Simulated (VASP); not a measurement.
# TaN in VASP: further runs, part 2 of 3

VASP 6.6.1. Earlier steps stand in the parts before.

## (5) Single point, LDA

This run uses another cell than the first one, of 9.52 Å³/atom, 0.882 times its volume.

INCAR reads:

```
SYSTEM = TaN
PREC = Accurate
ENCUT = 600
EDIFF = 1E-6
ISMEAR = 0
SIGMA = 0.15
LREAL = .FALSE.
LASPH = .TRUE.
NELM = 120
ALGO = Normal
ISIF = 2
LWAVE = .FALSE.
LCHARG = .TRUE.
GGA = CA
LELF = .TRUE.
LVHAR = .TRUE.
NBANDS = 16
GGA_COMPAT = .FALSE.
```

KPOINTS reads:

```
Automatic mesh
0
G
  18 18 18
  0 0 0
```

POSCAR reads:

```
TaN
1.0
    0.0000000000      2.1194897592      2.1194897592
    2.1194897592      0.0000000000      2.1194897592
    2.1194897592      2.1194897592      0.0000000000
Ta N
1 1
Direct
    0.5000000000      0.5000000000      0.5000000000
    0.0000000000      0.0000000000      0.0000000000
```

Potentials or basis: VASP PAW LDA potentials, release 64 (Ta_sv_GW, N).

Command:

```console
cat potpaw_LDA.64/Ta_sv_GW/POTCAR potpaw_LDA.64/N/POTCAR > POTCAR
mpirun -np 1 vasp_std > vasp.out
```

OUTCAR:

```text
SYSTEM = TaN
   PREC = Accurate
   ENCUT = 600
   EDIFF = 1E-6
   ISMEAR = 0
   LREAL = .FALSE.
   LASPH = .TRUE.
   NELM = 120
   ISIF = 2
   GGA = CA

 ion  position               nearest neighbor table
   1  0.500  0.500  0.500-   2 2.12   2 2.12   2 2.12   2 2.12   2 2.12   2 2.12
   2  0.000  0.000  0.000-   1 2.12   1 2.12   1 2.12   1 2.12   1 2.12   1 2.12

  LATTYP: Found a face centered cubic cell.
 ALAT       =     4.2389795184

  Lattice vectors:

 A1 = (   0.0000000000,   2.1194897592,   2.1194897592)
 A2 = (   2.1194897592,   0.0000000000,   2.1194897592)
 A3 = (   2.1194897592,   2.1194897592,   0.0000000000)

Analysis of symmetry for initial positions (statically):
=====================================================================
 Subroutine PRICEL returns:
 Original cell was already a primitive cell.

 Routine SETGRP: Setting up the symmetry group for a
 face centered cubic supercell.

 Subroutine GETGRP returns: Found 48 space group operations
 (whereof 48 operations were pure point group operations)
 out of a pool of 48 trial point group operations.

The static configuration has the point symmetry O_h .

Analysis of symmetry for dynamics (positions and initial velocities):
=====================================================================
 Subroutine PRICEL returns:
 Original cell was already a primitive cell.

 Routine SETGRP: Setting up the symmetry group for a
 face centered cubic supercell.

 Subroutine GETGRP returns: Found 48 space group operations
 (whereof 48 operations were pure point group operations)
 out of a pool of 48 trial point group operations.

The dynamic configuration has the point symmetry O_h .

 Subroutine INISYM returns: Found 48 space group operations
 (whereof 48 operations are pure point group operations),
 and found     1 'primitive' translations

----------------------------------------------------------------------------------------

                                     Primitive cell

  volume of cell :      19.0425

  direct lattice vectors                    reciprocal lattice vectors
     0.000000000  2.119489759  2.119489759    -0.235905834  0.235905834  0.235905834
     2.119489759  0.000000000  2.119489759     0.235905834 -0.235905834  0.235905834
     2.119489759  2.119489759  0.000000000     0.235905834  0.235905834 -0.235905834

  length of vectors
     2.997411163  2.997411163  2.997411163     0.408600891  0.408600891  0.408600891

  position of ions in fractional coordinates (direct lattice)
     0.500000000  0.500000000  0.500000000
     0.000000000  0.000000000  0.000000000

  ion indices of the primitive-cell ions
   primitive index   ion index
                 1           1
                 2           2

----------------------------------------------------------------------------------------

 KPOINTS: Automatic mesh

Automatic generation of k-mesh.
 Grid dimensions read from file:
 generate k-points for:   18   18   18

 Generating k-lattice:

  Cartesian coordinates                     Fractional coordinates (reciprocal lattice)
    -0.013105880  0.013105880  0.013105880     0.055555556  0.000000000  0.000000000
     0.013105880 -0.013105880  0.013105880     0.000000000  0.055555556  0.000000000
     0.013105880  0.013105880 -0.013105880     0.000000000  0.000000000  0.055555556

  Length of vectors
     0.022700049  0.022700049  0.022700049

  Shift w.r.t. Gamma in fractional coordinates (k-lattice)
     0.000000000  0.000000000  0.000000000

 Subroutine IBZKPT returns following result:
 ===========================================

 Found    195 irreducible k-points:

 Following reciprocal coordinates:
            Coordinates               Weight
  0.000000  0.000000  0.000000      1.000000
  0.055556  0.000000  0.000000      8.000000
  0.111111  0.000000  0.000000      8.000000
  0.166667  0.000000  0.000000      8.000000
  0.222222  0.000000  0.000000      8.000000
  0.277778  0.000000  0.000000      8.000000
[... 16 lines left out ...]
 -0.277778  0.055556  0.000000     24.000000
 -0.222222  0.055556  0.000000     24.000000
 [... further k-points ...]
   k-points           NKPTS =    195   k-points in BZ     NKDIM =    195   number of bands    NBANDS=     16
   number of dos      NEDOS =    301   number of ions     NIONS =      2
   total plane-waves  NPLWV =  13824
   dimension x,y,z NGX =    24 NGY =   24 NGZ =   24
   dimension x,y,z NGXF=    48 NGYF=   48 NGZF=   48
   ions per type =               1   1
   NGX,Y,Z   is equivalent  to a cutoff of  13.31, 13.31, 13.31 a.u.
   NGXF,Y,Z  is equivalent  to a cutoff of  26.62, 26.62, 26.62 a.u.
 SYSTEM =  TaN
   PREC   = accura    normal or accurate (medium, high low for compatibility)
   ISTART =      0    job   : 0-new  1-cont  2-samecut
   ICHARG =      2    charge: 1-file 2-atom 10-const
   ISPIN  =      1    spin polarized calculation?
   LNONCOLLINEAR =      F non collinear calculations
   LSORBIT =      F    spin-orbit coupling
   LASPH  =      T    aspherical Exc in radial PAW
   ENCUT  =  600.0 eV  44.10 Ry    6.64 a.u.   5.99  5.99  5.99*2*pi/ulx,y,z
   NELM   =    120;   NELMIN=  2; NELMDL= -5     # of ELM steps
   EDIFF  = 0.1E-05   stopping-criterion for ELM
   LREAL  =      F    real-space projection
   EDIFFG = 0.1E-04   stopping-criterion for IOM
   NSW    =      0    number of steps for IOM
   IBRION =     -1    ionic relax: 0-MD 1-quasi-New 2-CG
   NFREE  =      0    steps in history (QN), initial steepest desc. (CG)
   ISIF   =      2    stress and relaxation
   ISYM   =      2    0-nonsym 1-usesym 2-fastsym
   POTIM  = 0.5000    time-step for ionic-motion
   TEBEG  =    0.0;   TEEND  =   0.0 temperature during run
   PSTRESS=    0.0 pullay stress
   NELECT =      18.0000    total number of electrons
   NUPDOWN=      -1.0000    fix difference up-down
   EMIN   =  10.00;   EMAX   =-10.00  energy-range for DOS
   EFERMI =   0.00;   METHOD = LEGACY
   ISMEAR =     0;   SIGMA  =   0.15  broadening in eV -4-tet -1-fermi 0-gaus
   EFERMI_NEDOS =   21; number of points for ismear=-14 and -15
   IALGO  =     38    algorithm
   IMIX   =      4    mixing-type and parameters
     AMIX     =   0.40;   BMIX     =  1.00
     AMIX_MAG =   1.60;   BMIX_MAG =  1.00
  volume/ion in A,a.u.               =       9.52        64.25
  Fermi-wavevector in a.u.,A,eV,Ry     =   1.606661  3.036150 35.121544  2.581361
  Thomas-Fermi vector in A             =   2.702813
   LORBIT       =      0    0 simple, 1 ext, 2 COOP (PROOUT), +10 PAW based schemes
   GGA     = CA    functional components
   LHFCALC =     F    Hartree Fock is set to
   AEXX    =    0.0000 exact exchange contribution
   IVDW    =     0    specifies the selected vdW correction
   LEPSILON=     F    determine dielectric tensor
   LRPA    =     F    only Hartree local field effects (RPA)
 non-spin polarized calculation
 Gauss-broadening in eV      SIGMA  =   0.15
  energy-cutoff  :      600.00
  volume of cell :       19.04
 maximum number of plane-waves:       650
   NGX = 11   NGY = 11   NGZ = 11

 number of electron      17.9999998 magnetization

 Free energy of the ion-electron system (eV)
  ---------------------------------------------------
  ext. energy  EPLUGINS =         0.00000000
  ---------------------------------------------------
  free energy    TOTEN  =       -26.50765687 eV

  energy without entropy =      -26.49915508  energy(sigma->0) =      -26.50340598

 E-fermi :  15.2810     XC(G=0): -14.7140

 val. band max:       15.2806741898   @ k =   0.2778   0.0556   0.0000
 cond. band min:      15.2985656176   @ k =   0.2222   0.1667   0.0556
 fundamental gap:      0.0178914279
 Fermi energy:        15.2809591583

 k-point     1 :       0.0000    0.0000    0.0000
  band No.  band energies     occupation
      1     -53.6859      2.00000
      2     -20.0618      2.00000
      3     -20.0618      2.00000
      4     -20.0618      2.00000
      5      -4.2205      2.00000
      6      11.1960      2.00000
[... 8 lines left out ...]
     15      24.5239      0.00000
     16      41.7769      0.00000

 k-point     2 :       0.0556    0.0000    0.0000
  band No.  band energies     occupation
      1     -53.6831      2.00000
      2     -20.1058      2.00000
      3     -20.0654      2.00000
      4     -20.0654      2.00000
      5      -4.1253      2.00000
      6      10.7397      2.00000
[... 8 lines left out ...]
     15      24.7894      0.00000
     16      40.2769      0.00000
[... 387 lines left out ...]
      5      -2.0153      2.00000
      6       6.1752      2.00000
[... 8 lines left out ...]
     15      28.7334      0.00000
     16      31.5953      0.00000

 k-point    24 :      -0.2222    0.0556    0.0000
  band No.  band energies     occupation
      1     -53.6376      2.00000
      2     -20.7155      2.00000
      3     -20.1640      2.00000
      4     -20.1007      2.00000
      5      -2.6257      2.00000
      6       7.1327      2.00000
[... 8 lines left out ...]
     15      28.3327      0.00000
     16      32.8798      0.00000

 [... further k-points ...]
[... 5 lines left out ...]
  --------------------------------------------------------------------------------------
  -------------------------------------------------------------------------------------
  Total        4.2440319      4.2440319      4.2440319      0.0000000     -0.0000000      0.0000000
  in kB      357.0797781    357.0797781    357.0797781      0.0000000     -0.0000000      0.0000000
  external PRESSURE =     357.0797781 kB  Pullay stress =       0.0000000 kB

 VOLUME and BASIS-vectors are now :
 -----------------------------------------------------------------------------
  energy-cutoff  :      600.00
  volume of cell :       19.04
      direct lattice vectors                 reciprocal lattice vectors
     0.000000000  2.119489759  2.119489759    -0.235905834  0.235905834  0.235905834
     2.119489759  0.000000000  2.119489759     0.235905834 -0.235905834  0.235905834
     2.119489759  2.119489759  0.000000000     0.235905834  0.235905834 -0.235905834

 POSITION                                       TOTAL-FORCE (eV/Angst)
 -----------------------------------------------------------------------------------
      2.11949      2.11949      2.11949        -0.000000     -0.000000     -0.000000
      0.00000      0.00000      0.00000         0.000000      0.000000      0.000000
 -----------------------------------------------------------------------------------
    total drift:                                0.000000     -0.000000      0.000000

  FREE ENERGIE OF THE ION-ELECTRON SYSTEM (eV)
  ---------------------------------------------------
  free  energy   TOTEN  =       -26.5076568716 eV

  energy  without entropy=      -26.4991550805  energy(sigma->0) =      -26.50340598
```

OSZICAR:

```text
N       E                     dE             d eps       ncg     rms          rms(c)
DAV:   1     0.106887643837E+03    0.10689E+03   -0.12544E+04  6312   0.130E+03
DAV:   2    -0.260763535579E+02   -0.13296E+03   -0.12829E+03  8944   0.318E+02
DAV:   3    -0.305283969096E+02   -0.44520E+01   -0.44444E+01  7056   0.527E+01
DAV:   4    -0.306534656122E+02   -0.12507E+00   -0.12507E+00  8904   0.603E+00
DAV:   5    -0.306568678173E+02   -0.34022E-02   -0.34022E-02  7072   0.773E-01    0.524E+01
DAV:   6    -0.266511251292E+02    0.40057E+01   -0.84811E+00  6616   0.257E+01    0.499E+01
DAV:   7    -0.265523349001E+02    0.98790E-01   -0.35795E-01  7112   0.497E+00    0.236E+01
DAV:   8    -0.265088935851E+02    0.43441E-01   -0.90613E-02  7568   0.240E+00    0.187E+00
DAV:   9    -0.265077616905E+02    0.11319E-02   -0.29996E-03  7544   0.531E-01    0.469E-01
DAV:  10    -0.265076733867E+02    0.88304E-04   -0.10167E-03  6552   0.326E-01    0.191E-01
DAV:  11    -0.265076819572E+02   -0.85706E-05   -0.14655E-04  7008   0.113E-01    0.322E-02
DAV:  12    -0.265076566533E+02    0.25304E-04   -0.51650E-05  6824   0.616E-02    0.235E-02
DAV:  13    -0.265076568716E+02   -0.21836E-06   -0.25709E-06  7016   0.129E-02
   1 F= -.26507657E+02 E0= -.26503406E+02  d E =-.850179E-02
```

It took 50 s on 1 thread of AMD EPYC 7R13 (Zen 3), shared host; peak memory 0.17 GiB.

Results:

| Item | Value |
| --- | --- |
| Free energy | -26.5077 eV |
| Pressure | 35.7 GPa |
| Band gap on the k mesh | zero (band 9 reaches 17.52 eV, above the bottom of band 10 at 12.81 eV) |

Caveat: spin-orbit coupling is left out, which moves the levels of the heavy elements.

## (6) Single point, LDA

This run uses another cell than the first one, of 9.77 Å³/atom, 0.905 times its volume.

INCAR reads:

```
PREC = Accurate ; ENCUT = 600
EDIFF = 1E-6 ; ISMEAR = 0
SIGMA = 0.15 ; LREAL = False
LASPH = True ; NELM = 120
ALGO = Normal ; ISIF = 2
LWAVE = False ; LCHARG = True
LELF = True ; LVHAR = True
NBANDS = 16 ; GGA_COMPAT = False
```

KPOINTS reads:

```
regular mesh
0
Gamma
  18 18 18
```

POSCAR reads:

```
TaN
1.0
    0.0000000000      2.1375325951      2.1375325951
    2.1375325951      0.0000000000      2.1375325951
    2.1375325951      2.1375325951      0.0000000000
Ta N
1 1
Direct
    0.4989139126      0.5010860874      0.5010860874
    0.0140304995     -0.0140304995     -0.0140304995
```

Potentials or basis: VASP PAW LDA potentials, release 64 (Ta_sv_GW, N).

Command:

```console
cat potpaw_LDA.64/Ta_sv_GW/POTCAR potpaw_LDA.64/N/POTCAR > POTCAR
mpirun -np 1 vasp_std > vasp.out
```

Run time: 48 s. Hardware: 1 thread of Intel Xeon 6975P-C (Granite Rapids), shared host; peak memory 0.3 GiB.

Results (log left out):

```yaml
Free_energy: -26.5733 eV
Pressure: 23.9 GPa
Largest_force: 0.778 eV/Å
Band_gap_on_the_k_mesh: zero (band 9 reaches 16.98 eV, above the bottom of band 10 at 12.64 eV)
```

Forces in eV/Å, atoms in the order of the input:
```
Ta  -0.778  0.000  0.000
N    0.778  0.000  0.000
```

Stress tensor (GPa, compression positive):
```
25.80  0.00  0.00
 0.00 22.92  0.00
 0.00  0.00 22.92
```

Levels at points of the mesh, in eV from the Fermi level:
```csv
k point,band 6,band 7,band 8,band 9,band 10,band 11,band 12,band 13
"(0.00, 0.00, 0.00)",-4.15,-4.15,-4.11,-2.37,-2.20,-2.20,0.04,0.19
"(0.50, 0.00, 0.00)",-11.02,-8.19,-8.18,2.14,2.18,2.27,4.18,8.35
"(0.50, 0.50, 0.00)",-6.66,-6.27,-4.75,-4.51,2.40,4.05,4.06,5.55
"(0.00, 0.50, 0.50)",-6.64,-6.07,-4.74,-4.74,2.37,4.05,4.05,5.50
```

Caveat: spin-orbit coupling is left out, which moves the levels of the heavy elements.

(Part 2 of 3 ends here.)
